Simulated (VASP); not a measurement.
A run of VASP 6.6.1:

The input INCAR:

```
SYSTEM = Na
PREC     = Accurate       ! precision mode
ENCUT    = 520            ! plane-wave cutoff, eV
EDIFF    = 1E-6           ! SCF threshold, eV
ISMEAR   = -1             ! smearing method
SIGMA    = 0.05           ! smearing width, eV
LREAL    = .FALSE.        ! projectors in reciprocal space
LASPH    = .TRUE.         ! aspherical terms in the spheres
NELM     = 100            ! most SCF steps
ALGO     = Fast           ! electronic algorithm
ISIF     = 2              ! what is computed and relaxed
LWAVE    = .FALSE.        ! write WAVECAR
LCHARG   = .FALSE.        ! write CHGCAR
GGA      = PS             ! functional
NBANDS   = 10             ! bands
```

The input KPOINTS:

```
Automatic mesh
0
G
  9 9 9
  0 0 0
```

The input POSCAR:

```
Na
1.0
   -1.5866794796      1.5866794796      1.5866794796
    1.5866794796     -1.5866794796      1.5866794796
    1.5866794796      1.5866794796     -1.5866794796
Na
1
Direct
    0.0000000000      0.0000000000      0.0000000000
```

Potentials or basis: VASP PAW PBE potentials, release 64 (Na_pv).

Launch:

```bash
$ cat potpaw_PBE.64/Na_pv/POTCAR > POTCAR
$ mpirun -np 1 vasp_std > vasp.out
```

Hardware: 1 thread of Intel(R) Xeon(R) Platinum 8259CL CPU @ 2.50GHz (Skylake/Cascade Lake), on a shared host.

Q: Estimate the wall time of this run.

A: It took 4 s on 1 thread of Intel(R) Xeon(R) Platinum 8259CL CPU @ 2.50GHz (Skylake/Cascade Lake), on a shared host, peak memory 0.12 GiB. Counts: scf iterations 11, k points 35.
